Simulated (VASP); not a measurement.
A run of VASP 6.6.1:

File INCAR:

```
SYSTEM = InP
  PREC = Accurate
  ENCUT = 520
  EDIFF = 1E-6
  ISMEAR = 0
  SIGMA = 0.05
  LREAL = .FALSE.
  LASPH = .TRUE.
  NELM = 60
  ALGO = Normal
  ISIF = 2
  LWAVE = .FALSE.
  LCHARG = .TRUE.
  GGA = PS
  LELF = .TRUE.
  LVHAR = .TRUE.
  NBANDS = 16
```

Contents of KPOINTS:

```
regular mesh
0
G
  8 8 8
  0 0 0
```

File POSCAR:

```
InP
1.0
    0.0000000000      3.2601812500      2.9305000000
    3.2601812500      0.0000000000      2.9305000000
    3.2601812500      3.2601812500      0.0000000000
In P
1 1
Direct
    0.0000000000      0.0000000000      0.0000000000
    0.7500000000      0.7500000000      0.7500000000
```

Potentials or basis: VASP PAW PBE potentials, release 64 (In_d, P).

Run with:

```bash
$ cat potpaw_PBE.64/In_d/POTCAR potpaw_PBE.64/P/POTCAR > POTCAR
$ mpirun -np 1 vasp_std > vasp.out
```

Hardware: 1 thread of Intel(R) Xeon(R) 6975P-C (Granite Rapids), with other jobs on the host.

**Question.** Estimate the wall time of this run.

**Answer.** Run time: 52 s on 1 thread of Intel(R) Xeon(R) 6975P-C (Granite Rapids) (shared host), peak memory 0.23 GiB. Counts: scf iterations 12, k points 59.
